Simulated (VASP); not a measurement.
# C in VASP: further runs

C is run at these levels: r2SCAN, PBEsol, LDA; tasks: single point.

Program: VASP 6.6.1. These are calculated values, not measurements. Logs are shortened: lines on timing, memory, paths and dates and some standing lists are left out, and cuts for length are marked.

**1. The cell of the first run**

The cell holds a slab with vacuum, 4 atoms: a = 2.489 Å, b = 2.489 Å, c = 24.452 Å, α = 90.00°, β = 90.00°, γ = 120.00°.

**2. Single point, r2SCAN**

Contents of POSCAR:

```
C
1.0
    2.4885499956      0.0000000000      0.0000000000
   -1.2442749978      2.1551475148      0.0000000000
    0.0000000000      0.0000000000     24.4515486963
C
4
Direct
    0.6666666667      0.3333333333      0.5704754400
    0.3333333333      0.6666666667      0.4295245600
    0.0000000000      0.0000000000      0.4295312300
    0.0000000000      0.0000000000      0.5704687700
```

Contents of INCAR.step1:

```
  PREC = Accurate
  ENCUT = 520
  ISMEAR = -1
  SIGMA = 0.05
  LREAL = F
  LASPH = T
  NELM = 100
  NBANDS = 16
  GGA = PE
  ALGO = Normal
  EDIFF = 1E-4
  LWAVE = T
  LCHARG = F
```

Contents of INCAR.step2:

```
  PREC = Accurate
  ENCUT = 520
  EDIFF = 1E-6
  ISMEAR = -1
  SIGMA = 0.05
  LREAL = F
  LASPH = T
  NELM = 100
  ALGO = Normal
  ISIF = 2
  LWAVE = F
  LCHARG = T
  METAGGA = R2SCAN
  LMIXTAU = T
  LELF = T
  LVHAR = T
  NBANDS = 16
  ISTART = 1
```

Contents of KPOINTS:

```
regular mesh
0
Gamma
  12 12 2
```

Potentials or basis: VASP PAW PBE potentials, release 64 (C).

On the command line:

```bash
$ cat potpaw_PBE.64/C/POTCAR > POTCAR
$ cp INCAR.step1 INCAR
$ mpirun -np 1 vasp_std > vasp.out
$ cp INCAR.step2 INCAR
$ mpirun -np 1 vasp_std > vasp.out
```

OUTCAR:

```text
PREC = Accurate
   ENCUT = 520
   EDIFF = 1E-6
   ISMEAR = -1
   LREAL = F
   LASPH = T
   NELM = 100
   ISIF = 2
   METAGGA = R2SCAN
   ISTART = 1

 ion  position               nearest neighbor table
   1  0.667  0.333  0.570-   4 1.44   4 1.44   4 1.44
   2  0.333  0.667  0.430-   3 1.44   3 1.44   3 1.44
   3  0.000  0.000  0.430-   2 1.44   2 1.44   2 1.44
   4  0.000  0.000  0.570-   1 1.44   1 1.44   1 1.44

  LATTYP: Found a hexagonal cell.
 ALAT       =     2.4885499956
 C/A-ratio  =     9.8256208393

  Lattice vectors:

 A1 = (   2.4885499956,   0.0000000000,   0.0000000000)
 A2 = (  -1.2442749978,   2.1551475148,   0.0000000000)
 A3 = (   0.0000000000,   0.0000000000,  24.4515486963)

Analysis of symmetry for initial positions (statically):
=====================================================================
 Subroutine PRICEL returns:
 Original cell was already a primitive cell.

 Routine SETGRP: Setting up the symmetry group for a
 hexagonal supercell.

 Subroutine GETGRP returns: Found 12 space group operations
 (whereof 12 operations were pure point group operations)
 out of a pool of 24 trial point group operations.

The static configuration has the point symmetry D_3d.

Analysis of symmetry for dynamics (positions and initial velocities):
=====================================================================
 Subroutine PRICEL returns:
 Original cell was already a primitive cell.

 Routine SETGRP: Setting up the symmetry group for a
 hexagonal supercell.

 Subroutine GETGRP returns: Found 12 space group operations
 (whereof 12 operations were pure point group operations)
 out of a pool of 24 trial point group operations.

The dynamic configuration has the point symmetry D_3d.

 Subroutine INISYM returns: Found 12 space group operations
 (whereof 12 operations are pure point group operations),
 and found     1 'primitive' translations

----------------------------------------------------------------------------------------

                                     Primitive cell

  volume of cell :     131.1384

  direct lattice vectors                    reciprocal lattice vectors
     2.488549996  0.000000000  0.000000000     0.401840430  0.232002680  0.000000000
    -1.244274998  2.155147515  0.000000000     0.000000000  0.464005361  0.000000000
     0.000000000  0.000000000 24.451548696     0.000000000  0.000000000  0.040897205

  length of vectors
     2.488549996  2.488549996 24.451548696     0.464005361  0.464005361  0.040897205

  position of ions in fractional coordinates (direct lattice)
     0.666666667  0.333333333  0.570475440
     0.333333333  0.666666667  0.429524560
     0.000000000  0.000000000  0.429531230
     0.000000000  0.000000000  0.570468770

  ion indices of the primitive-cell ions
   primitive index   ion index
                 1           1
                 2           2
                 3           3
                 4           4

----------------------------------------------------------------------------------------

 KPOINTS: regular mesh

Automatic generation of k-mesh.
 Grid dimensions read from file:
 generate k-points for:   12   12    2

 Generating k-lattice:

  Cartesian coordinates                     Fractional coordinates (reciprocal lattice)
     0.033486702  0.019333557  0.000000000     0.083333333  0.000000000  0.000000000
     0.000000000  0.038667113  0.000000000     0.000000000  0.083333333  0.000000000
     0.000000000  0.000000000  0.020448603     0.000000000  0.000000000  0.500000000

  Length of vectors
     0.038667113  0.038667113  0.020448603

  Shift w.r.t. Gamma in fractional coordinates (k-lattice)
     0.000000000  0.000000000  0.000000000

 Subroutine IBZKPT returns following result:
 ===========================================

 Found     38 irreducible k-points:

 Following reciprocal coordinates:
            Coordinates               Weight
  0.000000  0.000000  0.000000      1.000000
  0.083333 -0.000000  0.000000      6.000000
  0.166667 -0.000000  0.000000      6.000000
  0.250000 -0.000000  0.000000      6.000000
  0.333333  0.000000  0.000000      6.000000
  0.416667 -0.000000  0.000000      6.000000
[... 16 lines left out ...]
  0.250000 -0.000000  0.500000      6.000000
  0.333333  0.000000  0.500000      6.000000
 [... further k-points ...]
   k-points           NKPTS =     38   k-points in BZ     NKDIM =     38   number of bands    NBANDS=     16
   number of dos      NEDOS =    301   number of ions     NIONS =      4
   total plane-waves  NPLWV =  76800
   dimension x,y,z NGX =    20 NGY =   20 NGZ =  192
   dimension x,y,z NGXF=    40 NGYF=   40 NGZF=  384
   ions per type =               4
   NGX,Y,Z   is equivalent  to a cutoff of  13.36, 13.36, 13.05 a.u.
   NGXF,Y,Z  is equivalent  to a cutoff of  26.72, 26.72, 26.11 a.u.
 SYSTEM =  unknown system
   PREC   = accura    normal or accurate (medium, high low for compatibility)
   ISTART =      1    job   : 0-new  1-cont  2-samecut
   ICHARG =      0    charge: 1-file 2-atom 10-const
   ISPIN  =      1    spin polarized calculation?
   LNONCOLLINEAR =      F non collinear calculations
   LSORBIT =      F    spin-orbit coupling
   LASPH  =      T    aspherical Exc in radial PAW
   ENCUT  =  520.0 eV  38.22 Ry    6.18 a.u.   4.63  4.63 45.46*2*pi/ulx,y,z
   NELM   =    100;   NELMIN=  2; NELMDL=  0     # of ELM steps
   EDIFF  = 0.1E-05   stopping-criterion for ELM
   LREAL  =      F    real-space projection
   EDIFFG = 0.1E-04   stopping-criterion for IOM
   NSW    =      0    number of steps for IOM
   IBRION =     -1    ionic relax: 0-MD 1-quasi-New 2-CG
   NFREE  =      0    steps in history (QN), initial steepest desc. (CG)
   ISIF   =      2    stress and relaxation
   ISYM   =      2    0-nonsym 1-usesym 2-fastsym
   POTIM  = 0.5000    time-step for ionic-motion
   TEBEG  =    0.0;   TEEND  =   0.0 temperature during run
   PSTRESS=    0.0 pullay stress
   NELECT =      16.0000    total number of electrons
   NUPDOWN=      -1.0000    fix difference up-down
   EMIN   =  10.00;   EMAX   =-10.00  energy-range for DOS
   EFERMI =   0.00;   METHOD = LEGACY
   ISMEAR =    -1;   SIGMA  =   0.05  broadening in eV -4-tet -1-fermi 0-gaus
   EFERMI_NEDOS =   21; number of points for ismear=-14 and -15
   IALGO  =     38    algorithm
   IMIX   =      4    mixing-type and parameters
     AMIX     =   0.40;   BMIX     =  1.00
     AMIX_MAG =   1.60;   BMIX_MAG =  1.00
  volume/ion in A,a.u.               =      32.78       221.24
  Fermi-wavevector in a.u.,A,eV,Ry     =   0.811967  1.534395  8.970185  0.659290
  Thomas-Fermi vector in A             =   1.921423
   LORBIT       =      0    0 simple, 1 ext, 2 COOP (PROOUT), +10 PAW based schemes
   METAGGA = R2SCAN    functional components
   LHFCALC =     F    Hartree Fock is set to
   AEXX    =    0.0000 exact exchange contribution
   IVDW    =     0    specifies the selected vdW correction
   LEPSILON=     F    determine dielectric tensor
   LRPA    =     F    only Hartree local field effects (RPA)
 non-spin polarized calculation
  energy-cutoff  :      520.00
  volume of cell :      131.14
 maximum number of plane-waves:      3567
 NGX is ok and might be reduce to    20
   NGX =  9   NGY =  9   NGZ = 91

 number of electron      16.0000000 magnetization

 Free energy of the ion-electron system (eV)
  ---------------------------------------------------
  ext. energy  EPLUGINS =         0.00000000
  ---------------------------------------------------
  free energy    TOTEN  =       -39.67151361 eV

  energy without entropy =      -39.66954584  energy(sigma->0) =      -39.67052972

 E-fermi :  -1.9730     XC(G=0):  -3.2969

 val. band max:       -1.9730674327   @ k =   0.3333   0.3333   0.0000
 cond. band min:      -1.6506444569   @ k =   0.3333   0.3333   0.5000
 fundamental gap:      0.3224229757
 Fermi energy:        -1.9729563223

 k-point     1 :       0.0000    0.0000    0.0000
  band No.  band energies     occupation
      1     -22.5520      2.00000
      2     -22.4295      2.00000
      3     -10.2586      2.00000
      4      -9.3743      2.00000
      5      -5.2025      2.00000
      6      -5.2025      2.00000
[... 8 lines left out ...]
     15       5.1500      0.00000
     16       6.4884      0.00000

 k-point     2 :       0.0833   -0.0000    0.0000
  band No.  band energies     occupation
      1     -22.3809      2.00000
      2     -22.2596      2.00000
      3     -10.0544      2.00000
      4      -9.1755      2.00000
      5      -5.9013      2.00000
      6      -5.8870      2.00000
[... 8 lines left out ...]
     15       5.3700      0.00000
     16       6.5527      0.00000

 k-point     3 :       0.1667   -0.0000    0.0000
  band No.  band energies     occupation
      1     -21.8695      2.00000
      2     -21.7517      2.00000
      3      -9.4468      2.00000
      4      -8.5851      2.00000
      5      -7.6447      2.00000
      6      -7.6174      2.00000
[... 8 lines left out ...]
     15       6.0214      0.00000
     16       6.4600      0.00000

 k-point     4 :       0.2500   -0.0000    0.0000
  band No.  band energies     occupation
      1     -21.0243      2.00000
      2     -20.9124      2.00000
      3      -9.8596      2.00000
      4      -9.8179      2.00000
      5      -8.4535      2.00000
      6      -7.6249      2.00000
[... 8 lines left out ...]
     15       5.7901      0.00000
     16       6.1044      0.00000
[... 324 lines left out ...]
 k-point    22 :       0.1667   -0.0000    0.5000
  band No.  band energies     occupation
      1     -21.8695      2.00000
      2     -21.7517      2.00000
      3      -9.4468      2.00000
      4      -8.5851      2.00000
      5      -7.6447      2.00000
      6      -7.6174      2.00000
[... 8 lines left out ...]
     15       6.4374      0.00000
     16       6.5159      0.00000

 k-point    23 :       0.2500   -0.0000    0.5000
  band No.  band energies     occupation
      1     -21.0243      2.00000
      2     -20.9124      2.00000
      3      -9.8596      2.00000
      4      -9.8179      2.00000
      5      -8.4535      2.00000
      6      -7.6249      2.00000
[... 8 lines left out ...]
     15       6.0478      0.00000
     16       6.1371      0.00000

 k-point    24 :       0.3333    0.0000    0.5000
  band No.  band energies     occupation
      1     -19.8599      2.00000
      2     -19.7561      2.00000
      3     -12.1703      2.00000
      4     -12.1145      2.00000
      5      -8.0397      2.00000
      6      -8.0176      2.00000
[... 8 lines left out ...]
     15       6.3142      0.00000
     16       6.6820      0.00000

 [... further k-points ...]
[... 5 lines left out ...]
  --------------------------------------------------------------------------------------
  -------------------------------------------------------------------------------------
  Total       -3.3738349     -3.3738349      0.0240810      0.0000000      0.0000000      0.0000000
  in kB      -41.2196846    -41.2196846      0.2942080      0.0000000      0.0000000      0.0000000
  external PRESSURE =     -27.3817204 kB  Pullay stress =       0.0000000 kB

 VOLUME and BASIS-vectors are now :
 -----------------------------------------------------------------------------
  energy-cutoff  :      520.00
  volume of cell :      131.14
      direct lattice vectors                 reciprocal lattice vectors
     2.488549996  0.000000000  0.000000000     0.401840430  0.232002680  0.000000000
    -1.244274998  2.155147515  0.000000000     0.000000000  0.464005361  0.000000000
     0.000000000  0.000000000 24.451548696     0.000000000  0.000000000  0.040897205

 POSITION                                       TOTAL-FORCE (eV/Angst)
 -----------------------------------------------------------------------------------
      1.24427      0.71838     13.94901        -0.000000      0.000000      0.012333
     -0.00000      1.43677     10.50254         0.000000     -0.000000     -0.012333
      0.00000      0.00000     10.50270         0.000000      0.000000     -0.001635
      0.00000      0.00000     13.94884        -0.000000     -0.000000      0.001635
 -----------------------------------------------------------------------------------
    total drift:                               -0.000000      0.000000      0.000000

  FREE ENERGIE OF THE ION-ELECTRON SYSTEM (eV)
  ---------------------------------------------------
  free  energy   TOTEN  =       -39.6715136138 eV

  energy  without entropy=      -39.6695458360  energy(sigma->0) =      -39.67052972
```

Run time: 4.3 min. Hardware: 1 thread of Intel Xeon Platinum 8375C at 2.90GHz (Ice Lake), shared host; peak memory 0.3 GiB.

Results:

```
Free energy            : -39.6715 eV
Largest force          : 0.012 eV/Å
Band gap on the k mesh : zero (filled and empty bands touch)
```

Forces in eV/Å, atoms in the order of the input:
```
C    0.000  0.000  0.012
C    0.000  0.000 -0.012
C    0.000  0.000 -0.002
C    0.000  0.000  0.002
```

Caveat: the PAW data sets were made with another functional, which shifts forces and pressure a little.

[end of part 1 of 2]
